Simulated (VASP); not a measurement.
AlB2P3:

```xyz
6
Lattice="3.1996 0.0000 0.0000 0.0000 3.1996 0.0000 0.0000 0.0000 9.2350" Properties=species:S:1:pos:R:3 pbc="T T T"
Al    1.5998    1.5998    1.5823
B     0.0000    0.0000    9.2345
B     1.5998    1.5998    4.6321
P     0.0000    0.0000    6.2308
P     0.0000    0.0000    3.0242
P     1.5998    1.5998    7.6187
```

The cell was generated, and may not be a known phase.

* Program: VASP 6.6.1
* Task: relaxation of cell and atoms
* Functional: PBE
* Potentials or basis: VASP PAW PBE potentials, release 64 (Al, B, P)
* Cutoff: 640 eV
* k mesh: 6 × 6 × 2
* Occupations: gaussian, width 0.1 eV
* Spin: no spin polarisation

At the start: pressure -15.5 GPa; volume 15.76 Å³/atom.

Q: Where does the relaxation end?

A: Over 67 steps the energy falls by 776.6 meV/atom and the volume is 14.71 Å³/atom (-6.7 %); space group P4mm (No. 99, to 0.1 Å) before and after.

Step by step:
```tsv
step	energy change (eV)	largest force (eV/Å)	pressure (GPa)	volume (Å³)
1	0.0000	0.4918	-15.51	94.54
3	-1.3975	1.6552	0.07	72.72
5	-1.4474	3.5600	17.72	63.23
7	-1.9384	1.2218	6.80	66.15
9	-2.1699	1.0796	4.59	67.20
11	-2.6139	0.9080	0.39	69.92
13	-2.9466	1.3807	-0.93	72.97
15	-3.2282	1.3526	4.36	73.99
17	-2.9867	7.3106	7.23	86.10
19	-3.8305	2.9271	4.05	80.49
21	-3.9648	1.8878	-2.48	89.31
23	-4.1549	1.4355	-0.40	85.33
25	-4.2772	0.6007	-0.79	83.97
27	-4.2850	0.5749	-0.53	83.75
29	-4.3094	0.2811	1.90	82.38
31	-4.3195	0.2043	0.66	83.21
33	-4.3295	0.2220	-0.29	84.08
35	-4.3402	0.3317	-0.08	84.33
37	-4.3748	0.7028	1.54	83.90
39	-4.3862	0.6871	1.42	84.02
41	-4.4364	0.6291	0.78	84.54
43	-4.4357	1.4263	-0.95	86.58
45	-4.5388	0.8572	-0.77	85.77
47	-4.6057	0.5211	-0.53	85.25
49	-4.6405	0.2050	0.67	84.27
51	-4.6446	0.1138	-0.15	85.01
53	-4.6462	0.0751	0.17	85.04
55	-4.6475	0.0952	-0.03	85.41
57	-4.6501	0.0971	-0.04	85.83
59	-4.6538	0.1154	-0.04	86.64
61	-4.6543	0.2086	-0.04	88.33
63	-4.6584	0.0807	-0.02	87.73
65	-4.6590	0.0555	0.14	87.83
67	-4.6597	0.0358	0.07	88.24
```

Final structure:
```
Al B P
1.0
     2.83443    0.00000    0.00000
     0.00000    2.83443    0.00000
     0.00000    0.00000   10.98320
Al B P
1 2 3
Direct
  0.50000 0.50000 0.15903
  0.00000 0.00000 0.03059
  0.50000 0.50000 0.35431
  0.00000 0.00000 0.60626
  0.00000 0.00000 0.40580
  0.50000 0.50000 0.94400
```

Caveat: the highest band is partly filled, so the run has too few bands; a cell axis changed by over 15 % at a fixed basis, so the end point is rough; this functional lacks dispersion, which binds layers or chains, so the pressure and a relaxed spacing across them are unreliable.
